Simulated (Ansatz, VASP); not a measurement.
V: VASP beside Ansatz

```
V
1.0
    -1.47920    1.47920    1.47920
     1.47920   -1.47920    1.47920
     2.95840    2.95840   -2.95840
V
2
Direct
  0.00000 0.00000 0.00000
  0.00000 0.00000 0.50000
```

Alike in both runs: task single point; functional PBEsol; k mesh 20 × 20 × 10; occupations gaussian, width 0.05 eV; collinear spin.

|  | VASP | Ansatz |
| --- | --- | --- |
| version | VASP 6.6.1 | Ansatz 0.2.0 |
| potentials or method | VASP PAW PBE potentials, release 64 (V_sv), cutoff 520 eV | scalar-relativistic, plane waves, PAW |
| valence electrons in the cell | 26 | 26 |

```csv
,VASP,Ansatz,Ansatz less VASP
pressure (GPa),0.3,0.1,-0.22
net moment per atom (μB),0.00,0.00,0.000
```

VASP's potentials were made for PBE, not for PBEsol. Ansatz's warnings: seeded moment not kept.
